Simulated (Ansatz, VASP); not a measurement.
## Two plane-wave programs on CdF2

Contents of INCAR:

```
SYSTEM = CdF2
PREC = Accurate ; ENCUT = 700
EDIFF = 1E-6 ; ISMEAR = 0
SIGMA = 0.02 ; LREAL = .False.
LASPH = .True. ; NELM = 120
ALGO = Normal ; ISIF = 2
LWAVE = .False. ; LCHARG = .False.
GGA = PE ; IVDW = 12
NBANDS = 24 ; GGA_COMPAT = .False.
```

KPOINTS

```
Automatic mesh
0
Gamma
  8 8 8
  0 0 0
```

POSCAR

```
CdF2
1.0
    0.0000000000      2.6379932570      2.6379932570
    2.6379932570      0.0000000000      2.6379932570
    2.6379932570      2.6379932570      0.0000000000
Cd F
1 2
Direct
    0.0000000000      0.0000000000      0.0000000000
    0.2500000000      0.2500000000      0.2500000000
    0.7500000000      0.7500000000      0.7500000000
```

Input for Ansatz:

```yaml
crystal:
  lattice:
    - [0.0, 2.637993257, 2.637993257]
    - [2.637993257, 0.0, 2.637993257]
    - [2.637993257, 2.637993257, 0.0]
  atoms:
    - { symbol: Cd, position: [0.0, 0.0, 0.0] }
    - { symbol: F, position: [0.25, 0.25, 0.25] }
    - { symbol: F, position: [0.75, 0.75, 0.75] }
basis:
  ecutwfc: 420
kpoints:
  mp_grid: { grid: [8, 8, 8] }
hamiltonian:
  xc: pbe
  dispersion: d3bj
scf:
  occupations: { method: gaussian, width: 0.02 }
output:
  forces: true
  stress: true
  eigenvalues: true
```

Alike in both runs: task single point; functional PBE; dispersion D3(BJ); k mesh 8 × 8 × 8; occupations gaussian, width 0.02 eV; no spin polarisation.

|  | VASP | Ansatz |
| --- | --- | --- |
| version | VASP 6.6.1 | Ansatz 0.2.0 |
| potentials or method | VASP PAW PBE potentials, release 64 (Cd_sv_GW, F), cutoff 700 eV | scalar-relativistic, plane waves, PAW |
| valence electrons in the cell | 34 | 34 |

Ansatz gave:

| Property | Result |
| --- | --- |
| gap on the k mesh at the Fermi level (eV) | 3.33 |
| least direct gap on the mesh (eV) | 3.74 |
| pressure (GPa) | 11.7 |

Task: What did VASP give for the same quantities?

Result: gap on the k mesh at the Fermi level (eV): 3.32; least direct gap on the mesh (eV): 3.73; pressure (GPa): 11.3.
